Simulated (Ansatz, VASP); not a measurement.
# SiMo3 in VASP and in Ansatz

INCAR

```
SYSTEM = SiMo3
PREC     = Accurate       ! precision mode
ENCUT    = 600            ! plane-wave cutoff, eV
EDIFF    = 1E-7           ! SCF threshold, eV
ISMEAR   = -1             ! smearing method
SIGMA    = 0.1            ! smearing width, eV
LREAL    = .FALSE.        ! projectors in reciprocal space
LASPH    = .TRUE.         ! aspherical terms in the spheres
NELM     = 60             ! most SCF steps
ALGO     = Normal         ! electronic algorithm
ISIF     = 3              ! what is computed and relaxed
LWAVE    = .FALSE.        ! write WAVECAR
LCHARG   = .FALSE.        ! write CHGCAR
GGA      = CA             ! functional
IBRION   = 2              ! ionic algorithm
NSW      = 80             ! ionic steps
EDIFFG   = -0.01          ! ionic threshold
```

The input KPOINTS:

```
Automatic mesh
0
G
  7 7 7
  0 0 0
```

The input POSCAR:

```
SiMo3
1.0
    4.8890000000      0.0000000000      0.0000000000
    0.0000000000      4.8890000000      0.0000000000
    0.0000000000      0.0000000000      4.8890000000
Si Mo
2 6
Direct
    0.0000000000      0.0000000000      0.0000000000
    0.5000000000      0.5000000000      0.5000000000
    0.2500000000      0.0000000000      0.5000000000
    0.5000000000      0.7500000000      0.0000000000
    0.7500000000      0.0000000000      0.5000000000
    0.5000000000      0.2500000000      0.0000000000
    0.0000000000      0.5000000000      0.7500000000
    0.0000000000      0.5000000000      0.2500000000
```

Input for Ansatz:

```yaml
crystal:
  lattice:
    - [4.889, 0.0, 0.0]
    - [0.0, 4.889, 0.0]
    - [0.0, 0.0, 4.889]
  atoms:
    - { symbol: Si, position: [0.0, 0.0, 0.0] }
    - { symbol: Si, position: [0.5, 0.5, 0.5] }
    - { symbol: Mo, position: [0.25, 0.0, 0.5] }
    - { symbol: Mo, position: [0.5, 0.75, 0.0] }
    - { symbol: Mo, position: [0.75, 0.0, 0.5] }
    - { symbol: Mo, position: [0.5, 0.25, 0.0] }
    - { symbol: Mo, position: [0.0, 0.5, 0.75] }
    - { symbol: Mo, position: [0.0, 0.5, 0.25] }
  symmetry: { tolerance: 0.0003 }
hamiltonian:
  xc: lda
  pseudopotentials: { kind: paw, azcp: { folder: soft_1 } }
basis:
  ecutwfc: 420
magnetization:
  spin_polarized: false
scf:
  occupations: { method: fermi_dirac, width: 0.1 }
kpoints:
  mp_grid: { grid: [7, 7, 7], shift: [0, 0, 0] }
output:
  forces: true
  stress: true
  eigenvalues: true
relax:
  max_steps: 60
  cell: {}
```

Alike in both runs: task relaxation of cell and atoms; functional LDA; k mesh 7 × 7 × 7; occupations fermi-dirac, width 0.1 eV; no spin polarisation.

|  | VASP | Ansatz |
| --- | --- | --- |
| version | VASP 6.6.1 | Ansatz 0.2.0 |
| potentials or method | VASP PAW LDA potentials, release 64 (Si, Mo_sv), cutoff 600 eV | PAW plane waves |
| valence electrons in the cell | 92 | 92 |

Ansatz gave:

```
gap on the k mesh at the Fermi level, each at its own relaxed structure (eV) : none
relaxed volume (Å³/atom)                                                     : 14.11
relaxed cell length with the largest relative difference (Å)                 : 4.833
```

Q: What did VASP give for the same quantities?

A: gap on the k mesh at the Fermi level, each at its own relaxed structure (eV): none; relaxed volume (Å³/atom): 14.17; relaxed cell length with the largest relative difference (Å): 4.840.

Ansatz warns that its potentials were made for another functional, while VASP's fit it. LDA's correlation is that of Perdew and Zunger in VASP and of Perdew and Wang (1992) in Ansatz. A gap of «none» marks a metal or a gap that the smearing closes.
